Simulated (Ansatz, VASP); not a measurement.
This is a calculation of CuAu for Ansatz 0.2.0.

input.yaml

```yaml
crystal:
  lattice:
    - [2.8293642325, 0.0, 0.0]
    - [0.0, 2.8293642325, 0.0]
    - [0.0, 0.0, 3.7094046847]
  atoms:
    - { symbol: Au, position: [0.0, 0.0, 0.0] }
    - { symbol: Cu, position: [0.5, 0.5, 0.5] }
hamiltonian:
  xc: pbe0
  pseudopotentials: { kind: paw }
kpoints:
  mp_grid: { grid: [6, 6, 4] }
scf:
  occupations: { method: fermi_dirac, width: 0.05 }
output:
  forces: true
  stress: true
  eigenvalues: true
```

Potentials or basis: Ansatz PAW.

Run with:

```console
$ ansatz run input.yaml --threads 2 --pin off --max-ram 5632MiB --backend cpu --events-out ev --progress --plain --runs-dir out
```

Set up the same calculation for VASP 6.6.1. Potentials there: VASP PAW PBE potentials, release 64 (Au, Cu).

As run (the cutoff follows the program's own potentials):

File POSCAR:

```
CuAu
1.0
    2.8293642325      0.0000000000      0.0000000000
    0.0000000000      2.8293642325      0.0000000000
    0.0000000000      0.0000000000      3.7094046847
Au Cu
1 1
Direct
    0.0000000000      0.0000000000      0.0000000000
    0.5000000000      0.5000000000      0.5000000000
```

Contents of INCAR.step1:

```
SYSTEM = CuAu
PREC = Accurate
ENCUT = 520
EDIFF = 1E-5
ISMEAR = -1
SIGMA = 0.05
LREAL = .False.
LASPH = .True.
NELM = 100
ALGO = Normal
ISIF = 2
LWAVE = .True.
LCHARG = .False.
NBANDS = 18
GGA = PE
```

INCAR.step2

```
SYSTEM = CuAu
PREC = Accurate
ENCUT = 520
EDIFF = 1E-6
ISMEAR = -1
SIGMA = 0.05
LREAL = .False.
LASPH = .True.
NELM = 100
ALGO = Normal
ISIF = 2
LWAVE = .False.
LCHARG = .False.
GGA = PE
LHFCALC = .True.
AEXX = 0.25
PRECFOCK = Normal
NBANDS = 18
ISTART = 1
```

The input KPOINTS:

```
regular mesh
0
Gamma
  6 6 4
  0 0 0
```

Potentials or basis: VASP PAW PBE potentials, release 64 (Au, Cu).

Run with:

```console
$ cat potpaw_PBE.64/Au/POTCAR potpaw_PBE.64/Cu/POTCAR > POTCAR
$ cp INCAR.step1 INCAR
$ mpirun -np 1 vasp_std > vasp.out
$ cp INCAR.step2 INCAR
$ mpirun -np 1 vasp_std > vasp.out
```

Both were run:

|  | VASP | Ansatz | Ansatz less VASP |
| --- | --- | --- | --- |
| gap on the k mesh at the Fermi level (eV) | none | none | - |
| pressure (GPa) | 0.0 | 0.1 | +0.13 |
| traceless stress, the component that is largest in VASP (GPa) | -2.73 | -2.80 | -0.067 |

A gap of «none» marks a metal or a gap that the smearing closes. VASP's potentials hold 22 valence electrons a cell and Ansatz's 38, so a difference there can come from the potentials and not from the codes.

The k mesh is coarse, so the values compare programs but aren't converged. Neither program's run includes spin-orbit coupling.
